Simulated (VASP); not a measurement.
# Ni (Fm-3m) in VASP: a series of runs

Runs on Ni. Level: PBE. Tasks: single point.

All numbers are computed with VASP 6.6.1; they aren't measurements. Logs are shortened: lines on timing, memory, paths and dates and some standing lists are left out, and cuts for length are marked.

**1. The cell of the first run**

The structure is cubic, space group Fm-3m (No. 225). Conventional cell: a = 3.535 Å, b = 3.535 Å, c = 3.535 Å, α = 90.00°, β = 90.00°, γ = 90.00°. Within 3.3 Å of Ni (site symmetry m-3m) lie 12 Ni at 2.50 Å.

**2. Single point, PBE, collinear spin, antiferromagnetic start**

The input, INCAR:

```
PREC = Accurate
ENCUT = 520
EDIFF = 1E-6
ISMEAR = -1
SIGMA = 0.05
LREAL = F
LASPH = T
NELM = 150
ALGO = Normal
ISIF = 2
LWAVE = F
LCHARG = F
ISPIN = 2
MAGMOM = 2 -2
LORBIT = 11
LMAXMIX = 4
GGA = PE
NBANDS = 21
```

The input, KPOINTS:

```
regular mesh
0
Gamma
  6 12 12
```

The input, POSCAR:

```
Ni
1.0
    0.0000000000      3.5347000000      3.5347000000
    1.7673500000      0.0000000000      1.7673500000
    1.7673500000      1.7673500000      0.0000000000
Ni
2
Direct
    0.0000000000      0.0000000000      0.0000000000
    0.5000000000      0.0000000000      0.0000000000
```

Potentials or basis: VASP PAW PBE potentials, release 64 (Ni).

On the command line:

```console
$ cat potpaw_PBE.64/Ni/POTCAR > POTCAR
$ mpirun -np 1 vasp_std > vasp.out
```

OUTCAR:

```text
PREC = Accurate
   ENCUT = 520
   EDIFF = 1E-6
   ISMEAR = -1
   LREAL = F
   LASPH = T
   NELM = 150
   ISIF = 2
   ISPIN = 2
   LORBIT = 11
   GGA = PE

 ion  position               nearest neighbor table
   1  0.000  0.000  0.000-   2 2.50   2 2.50   2 2.50   2 2.50   2 2.50   2 2.50
   2  0.500  0.000  0.000-   1 2.50   1 2.50   1 2.50   1 2.50   1 2.50   1 2.50

  LATTYP: Found a trigonal (rhomboedric) cell.
 ALAT       =     4.3291056969
 COS(alpha) =     0.8333333333

  Lattice vectors:

 A1 = (   1.7673500000,  -1.7673500000,  -3.5347000000)
 A2 = (   3.5347000000,  -1.7673500000,  -1.7673500000)
 A3 = (   1.7673500000,  -3.5347000000,  -1.7673500000)

Analysis of symmetry for initial positions (statically):
=====================================================================
 Subroutine PRICEL returns following result:

  LATTYP: Found a face centered cubic cell.
 ALAT       =     3.5347000000
[... 12 lines left out ...]
 Subroutine GETGRP returns: Found 12 space group operations
 (whereof 12 operations were pure point group operations)
 out of a pool of 12 trial point group operations.

The static configuration has the point symmetry D_3d.

Analysis of symmetry for dynamics (positions and initial velocities):
=====================================================================
 Subroutine PRICEL returns following result:

  LATTYP: Found a face centered cubic cell.
 ALAT       =     3.5347000000
[... 12 lines left out ...]
 Subroutine GETGRP returns: Found 12 space group operations
 (whereof 12 operations were pure point group operations)
 out of a pool of 12 trial point group operations.

The dynamic configuration has the point symmetry D_3d.

Analysis of structural, dynamic, and magnetic symmetry:
=====================================================================
 Subroutine PRICEL returns following result:

  LATTYP: Found a face centered cubic cell.
 ALAT       =     3.5347000000
[... 12 lines left out ...]
 Subroutine GETGRP returns: Found 12 space group operations
 (whereof 12 operations were pure point group operations)
 out of a pool of 12 trial point group operations.

The overall configuration has the point symmetry D_3d.

 Subroutine INISYM returns: Found 12 space group operations
 (whereof 12 operations are pure point group operations),
 and found     2 'primitive' translations

----------------------------------------------------------------------------------------

                                     Primitive cell

  volume of cell :      11.0407

  direct lattice vectors                    reciprocal lattice vectors
     0.000000000  1.767350000  1.767350000    -0.282909441  0.282909441  0.282909441
     1.767350000  0.000000000  1.767350000     0.282909441 -0.282909441  0.282909441
     1.767350000  1.767350000  0.000000000     0.282909441  0.282909441 -0.282909441

  length of vectors
     2.499410339  2.499410339  2.499410339     0.490013525  0.490013525  0.490013525

  position of ions in fractional coordinates (direct lattice)
     0.000000000  0.000000000  0.000000000

  ion indices of the primitive-cell ions
   primitive index   ion index
                 1           1

----------------------------------------------------------------------------------------

 KPOINTS: regular mesh

Automatic generation of k-mesh.
 Grid dimensions read from file:
 generate k-points for:    6   12   12

 Generating k-lattice:

  Cartesian coordinates                     Fractional coordinates (reciprocal lattice)
    -0.023575787  0.023575787  0.023575787     0.166666667  0.000000000  0.000000000
     0.023575787 -0.023575787  0.023575787     0.000000000  0.083333333  0.000000000
     0.023575787  0.023575787 -0.023575787     0.000000000  0.000000000  0.083333333

  Length of vectors
     0.040834460  0.040834460  0.040834460

  Shift w.r.t. Gamma in fractional coordinates (k-lattice)
     0.000000000  0.000000000  0.000000000

 -----------------------------------------------------------------------------
|                                                                             |
[... 13 lines left out ...]
|     Results are often still useful ...                                      |
|                                                                             |
 -----------------------------------------------------------------------------

 Subroutine IBZKPT returns following result:
 ===========================================

 Found     98 irreducible k-points:

 Following reciprocal coordinates:
            Coordinates               Weight
  0.000000  0.000000  0.000000      1.000000
  0.166667  0.000000  0.000000      2.000000
  0.333333  0.000000  0.000000      2.000000
  0.500000  0.000000  0.000000      1.000000
  0.000000  0.083333  0.000000      6.000000
  0.166667  0.083333  0.000000      6.000000
[... 16 lines left out ...]
  0.000000  0.333333  0.000000      6.000000
  0.166667  0.333333  0.000000      6.000000
 [... further k-points ...]
   k-points           NKPTS =     98   k-points in BZ     NKDIM =     98   number of bands    NBANDS=     21
   number of dos      NEDOS =    301   number of ions     NIONS =      2
   total plane-waves  NPLWV =  16000
   dimension x,y,z NGX =    40 NGY =   20 NGZ =   20
   dimension x,y,z NGXF=    80 NGYF=   40 NGZF=   40
   ions per type =               2
   NGX,Y,Z   is equivalent  to a cutoff of  13.30, 13.30, 13.30 a.u.
   NGXF,Y,Z  is equivalent  to a cutoff of  26.61, 26.61, 26.61 a.u.
 SYSTEM =  unknown system
   PREC   = accura    normal or accurate (medium, high low for compatibility)
   ISTART =      0    job   : 0-new  1-cont  2-samecut
   ICHARG =      2    charge: 1-file 2-atom 10-const
   ISPIN  =      2    spin polarized calculation?
   LNONCOLLINEAR =      F non collinear calculations
   LSORBIT =      F    spin-orbit coupling
   LASPH  =      T    aspherical Exc in radial PAW
   ENCUT  =  520.0 eV  38.22 Ry    6.18 a.u.   9.29  4.65  4.65*2*pi/ulx,y,z
   NELM   =    150;   NELMIN=  2; NELMDL= -5     # of ELM steps
   EDIFF  = 0.1E-05   stopping-criterion for ELM
   LREAL  =      F    real-space projection
   EDIFFG = 0.1E-04   stopping-criterion for IOM
   NSW    =      0    number of steps for IOM
   IBRION =     -1    ionic relax: 0-MD 1-quasi-New 2-CG
   NFREE  =      0    steps in history (QN), initial steepest desc. (CG)
   ISIF   =      2    stress and relaxation
   ISYM   =      2    0-nonsym 1-usesym 2-fastsym
   POTIM  = 0.5000    time-step for ionic-motion
   TEBEG  =    0.0;   TEEND  =   0.0 temperature during run
   PSTRESS=    0.0 pullay stress
   NELECT =      20.0000    total number of electrons
   NUPDOWN=      -1.0000    fix difference up-down
   EMIN   =  10.00;   EMAX   =-10.00  energy-range for DOS
   EFERMI =   0.00;   METHOD = LEGACY
   ISMEAR =    -1;   SIGMA  =   0.05  broadening in eV -4-tet -1-fermi 0-gaus
   EFERMI_NEDOS =   21; number of points for ismear=-14 and -15
   IALGO  =     38    algorithm
   IMIX   =      4    mixing-type and parameters
     AMIX     =   0.40;   BMIX     =  1.00
     AMIX_MAG =   1.60;   BMIX_MAG =  1.00
  volume/ion in A,a.u.               =      11.04        74.51
  Fermi-wavevector in a.u.,A,eV,Ry     =   1.583953  2.993237 34.135750  2.508907
  Thomas-Fermi vector in A             =   2.683645
   LORBIT       =     11    0 simple, 1 ext, 2 COOP (PROOUT), +10 PAW based schemes
   GGA     = PE    functional components
   LHFCALC =     F    Hartree Fock is set to
   AEXX    =    0.0000 exact exchange contribution
   IVDW    =     0    specifies the selected vdW correction
   LEPSILON=     F    determine dielectric tensor
   LRPA    =     F    only Hartree local field effects (RPA)
 spin polarized calculation
  energy-cutoff  :      520.00
  volume of cell :       22.08
 maximum number of plane-waves:       609
 NGX is ok and might be reduce to    40
   NGX = 19   NGY =  9   NGZ =  9

 number of electron      20.0000020 magnetization       0.0000000

 number of electron      20.0000020 magnetization      -0.0000000

 Free energy of the ion-electron system (eV)
  ---------------------------------------------------
  ext. energy  EPLUGINS =         0.00000000
  ---------------------------------------------------
  free energy    TOTEN  =       -10.86424731 eV

  energy without entropy =      -10.81698359  energy(sigma->0) =      -10.84061545

 E-fermi :   8.9897     XC(G=0): -13.1676

 val. band max:        8.9814145333   @ k =   0.1667   0.3333   0.0833
 cond. band min:       8.9935564625   @ k =   0.0000   0.1667   0.0000
 fundamental gap:      0.0121419291
 Fermi energy:         8.9897105882

 spin component 1

 k-point     1 :       0.0000    0.0000    0.0000
  band No.  band energies     occupation
      1       0.2437      1.00000
      2       4.6423      1.00000
      3       7.0300      1.00000
      4       7.0300      1.00000
      5       7.1781      1.00000
      6       7.2425      1.00000
[... 565 lines left out ...]
     20      34.5412      0.00000
     21      38.7057      0.00000

 [... further k-points ...]

 spin component 2

 k-point     1 :       0.0000    0.0000    0.0000
  band No.  band energies     occupation
      1       0.2437      1.00000
      2       4.6423      1.00000
      3       7.0300      1.00000
      4       7.0300      1.00000
      5       7.1781      1.00000
      6       7.2425      1.00000
[... 565 lines left out ...]
     20      34.5412      0.00000
     21      38.7057      0.00000

 [... further k-points ...]
[... 5 lines left out ...]
  --------------------------------------------------------------------------------------
  -------------------------------------------------------------------------------------
  Total       -0.4894692     -0.4894692     -0.4894692     -0.0206157      0.0206157     -0.0206157
  in kB      -35.5147064    -35.5147064    -35.5147064     -1.4958291      1.4958291     -1.4958291
  external PRESSURE =     -35.5147064 kB  Pullay stress =       0.0000000 kB

 VOLUME and BASIS-vectors are now :
 -----------------------------------------------------------------------------
  energy-cutoff  :      520.00
  volume of cell :       22.08
      direct lattice vectors                 reciprocal lattice vectors
     0.000000000  3.534700000  3.534700000    -0.141454720  0.141454720  0.141454720
     1.767350000  0.000000000  1.767350000     0.282909441 -0.282909441  0.282909441
     1.767350000  1.767350000  0.000000000     0.282909441  0.282909441 -0.282909441

 POSITION                                       TOTAL-FORCE (eV/Angst)
 -----------------------------------------------------------------------------------
      0.00000      0.00000      0.00000        -0.000000      0.000000      0.000000
      0.00000      1.76735      1.76735         0.000000     -0.000000     -0.000000
 -----------------------------------------------------------------------------------
    total drift:                               -0.000000     -0.000000     -0.000000

  FREE ENERGIE OF THE ION-ELECTRON SYSTEM (eV)
  ---------------------------------------------------
  free  energy   TOTEN  =       -10.8642473091 eV

  energy  without entropy=      -10.8169835874  energy(sigma->0) =      -10.84061545

 total charge

# of ion       s       p       d       tot
------------------------------------------
    1        0.488   0.481   8.318   9.286
    2        0.488   0.481   8.318   9.286
--------------------------------------------------
tot          0.976   0.961  16.635  18.572

 magnetization (x)

# of ion       s       p       d       tot
------------------------------------------
    1       -0.001  -0.000   0.245   0.244
    2        0.001   0.000  -0.245  -0.244
--------------------------------------------------
tot          0.000   0.000   0.000   0.000
```

Wall time 38 s (1 thread of Intel Xeon 6975P-C (Granite Rapids), shared host); peak memory 0.19 GiB.

What came out:

```
Free energy                                           : -10.8642 eV
Pressure                                              : -3.6 GPa
Band gap on the k mesh                                : zero (filled and empty bands overlap)
Net moment                                            : 0.00 μB per cell
Site moments                                          : Ni +0.24, -0.24 μB
Valence electrons inside the program's atomic spheres : Ni 9.29
```

**3. Single point, PBE, collinear spin, ferromagnetic start**

The input, INCAR:

```
PREC     = Accurate       # precision mode
ENCUT    = 520            # plane-wave cutoff, eV
EDIFF    = 1E-6           # SCF threshold, eV
ISMEAR   = -1             # smearing method
SIGMA    = 0.05           # smearing width, eV
LREAL    = False          # projectors in reciprocal space
LASPH    = True           # aspherical terms in the spheres
NELM     = 150            # most SCF steps
ALGO     = Normal         # electronic algorithm
ISIF     = 2              # what is computed and relaxed
LWAVE    = False          # write WAVECAR
LCHARG   = False          # write CHGCAR
ISPIN    = 2              # spin polarisation
MAGMOM   = 0.4 0.4        # initial moments
LORBIT   = 11             # projections on sites
LMAXMIX  = 4              # l up to which the mixer works
GGA      = PE             # functional
NBANDS   = 21             # bands
```

KPOINTS is that of step 2.

POSCAR is that of step 2.

Potentials or basis: VASP PAW PBE potentials, release 64 (Ni).

On the command line:

```console
$ cat potpaw_PBE.64/Ni/POTCAR > POTCAR
$ mpirun -np 1 vasp_std > vasp.out
```

OUTCAR:

```text
PREC = Accurate
   ENCUT = 520
   EDIFF = 1E-6
   ISMEAR = -1
   LREAL = False
   LASPH = True
   NELM = 150
   ISIF = 2
   ISPIN = 2
   LORBIT = 11
   GGA = PE

 ion  position               nearest neighbor table
   1  0.000  0.000  0.000-   2 2.50   2 2.50   2 2.50   2 2.50   2 2.50   2 2.50
   2  0.500  0.000  0.000-   1 2.50   1 2.50   1 2.50   1 2.50   1 2.50   1 2.50

  LATTYP: Found a trigonal (rhomboedric) cell.
 ALAT       =     4.3291056969
 COS(alpha) =     0.8333333333

  Lattice vectors:

 A1 = (   1.7673500000,  -1.7673500000,  -3.5347000000)
 A2 = (   3.5347000000,  -1.7673500000,  -1.7673500000)
 A3 = (   1.7673500000,  -3.5347000000,  -1.7673500000)

Analysis of symmetry for initial positions (statically):
=====================================================================
 Subroutine PRICEL returns following result:

  LATTYP: Found a face centered cubic cell.
 ALAT       =     3.5347000000
[... 12 lines left out ...]
 Subroutine GETGRP returns: Found 12 space group operations
 (whereof 12 operations were pure point group operations)
 out of a pool of 12 trial point group operations.
[... 802 lines left out ...]

 k-point     1 :       0.0000    0.0000    0.0000
  band No.  band energies     occupation
      1       0.2263      1.00000
      2       4.8570      1.00000
      3       7.4261      1.00000
      4       7.4261      1.00000
      5       7.5445      1.00000
      6       7.5445      1.00000
[... 565 lines left out ...]
     20      34.5891      0.00000
     21      38.6950      0.00000

 [... further k-points ...]
[... 5 lines left out ...]
  --------------------------------------------------------------------------------------
  -------------------------------------------------------------------------------------
  Total       -0.3230034     -0.3230034     -0.3230034     -0.0000088      0.0000088     -0.0000088
  in kB      -23.4363475    -23.4363475    -23.4363475     -0.0006366      0.0006366     -0.0006366
  external PRESSURE =     -23.4363475 kB  Pullay stress =       0.0000000 kB

 VOLUME and BASIS-vectors are now :
 -----------------------------------------------------------------------------
  energy-cutoff  :      520.00
  volume of cell :       22.08
      direct lattice vectors                 reciprocal lattice vectors
     0.000000000  3.534700000  3.534700000    -0.141454720  0.141454720  0.141454720
     1.767350000  0.000000000  1.767350000     0.282909441 -0.282909441  0.282909441
     1.767350000  1.767350000  0.000000000     0.282909441  0.282909441 -0.282909441

 POSITION                                       TOTAL-FORCE (eV/Angst)
 -----------------------------------------------------------------------------------
      0.00000      0.00000      0.00000        -0.000000      0.000000      0.000000
      0.00000      1.76735      1.76735         0.000000     -0.000000     -0.000000
 -----------------------------------------------------------------------------------
    total drift:                               -0.000000     -0.000000     -0.000000

  FREE ENERGIE OF THE ION-ELECTRON SYSTEM (eV)
  ---------------------------------------------------
  free  energy   TOTEN  =       -10.9511208623 eV

  energy  without entropy=      -10.9227217343  energy(sigma->0) =      -10.93692130

 total charge

# of ion       s       p       d       tot
------------------------------------------
    1        0.493   0.487   8.304   9.283
    2        0.493   0.487   8.304   9.283
--------------------------------------------------
tot          0.986   0.973  16.607  18.566

 magnetization (x)

# of ion       s       p       d       tot
------------------------------------------
    1       -0.006  -0.026   0.723   0.691
    2       -0.006  -0.026   0.723   0.691
--------------------------------------------------
tot         -0.012  -0.051   1.445   1.382
```

Run time: 33 s. Hardware: 1 thread of Intel Xeon 6975P-C (Granite Rapids), shared host; peak memory 0.19 GiB.

Results:

| Property | Result |
| --- | --- |
| Free energy | -10.9511 eV |
| Pressure | -2.3 GPa |
| Net moment | 1.35 μB per cell |
| Site moments | Ni +0.69 μB |
| Valence electrons inside the program's atomic spheres | Ni 9.28 |

**4. Single point, PBE, collinear spin, ferromagnetic start**

The input, INCAR:

```
ALGO = Normal
EDIFF = 1E-6
ENCUT = 520
GGA = PE
ISIF = 2
ISMEAR = -1
ISPIN = 2
LASPH = True
LCHARG = True
LELF = True
LMAXMIX = 4
LORBIT = 11
LREAL = False
LVHAR = True
LWAVE = False
MAGMOM = 2.8 2.8
NBANDS = 21
NELM = 150
PREC = Accurate
SIGMA = 0.05
```

The input, KPOINTS:

```
k-points
0
Gamma
  6 12 12
```

POSCAR is that of step 3.

On the command line:

```console
$ cat potpaw_PBE.64/Ni/POTCAR > POTCAR
$ mpirun -np 1 vasp_std > vasp.out
```

Run time: 35 s. Hardware: 1 thread of Intel Xeon 6975P-C (Granite Rapids), shared host; peak memory 0.19 GiB.

The run converged. Its results:

- Free energy: -10.9511 eV
- Pressure: -2.3 GPa
- Net moment: 1.35 μB per cell
- Site moments: Ni +0.69 μB
- Valence electrons inside the program's atomic spheres: Ni 9.28

Levels at points of the mesh, in eV from the Fermi level:
Spin up:
| k point | band 8 | band 9 | band 10 | band 11 | band 12 | band 13 | band 14 | band 15 |
| --- | --- | --- | --- | --- | --- | --- | --- | --- |
| (0.00, 0.00, 0.00) | -1.28 | -1.28 | -0.64 | -0.64 | -0.26 | 5.54 | 22.11 | 23.61 |
| (0.50, 0.00, 0.00) | -2.21 | -1.21 | -1.21 | -1.21 | -1.21 | 14.27 | 14.27 | 23.68 |
| (0.00, 0.50, 0.00) | -0.59 | -0.52 | -0.52 | -0.26 | 2.44 | 5.54 | 9.08 | 14.69 |
| (0.50, 0.50, 0.00) | -1.57 | -0.60 | -0.60 | 2.19 | 2.19 | 8.35 | 8.35 | 14.42 |
Spin down:
| k point | band 6 | band 7 | band 8 | band 9 | band 10 | band 11 | band 12 | band 13 |
| --- | --- | --- | --- | --- | --- | --- | --- | --- |
| (0.00, 0.00, 0.00) | -1.62 | -1.62 | -0.64 | -0.64 | -0.32 | 0.17 | 0.17 | 6.00 |
| (0.50, 0.00, 0.00) | -1.46 | -1.46 | -1.46 | -0.51 | -0.51 | -0.51 | -0.51 | 14.42 |
| (0.00, 0.50, 0.00) | -0.32 | 0.08 | 0.17 | 0.17 | 0.41 | 0.41 | 2.40 | 6.00 |
| (0.50, 0.50, 0.00) | -1.74 | -0.87 | -0.87 | 0.23 | 0.23 | 2.58 | 2.58 | 8.56 |
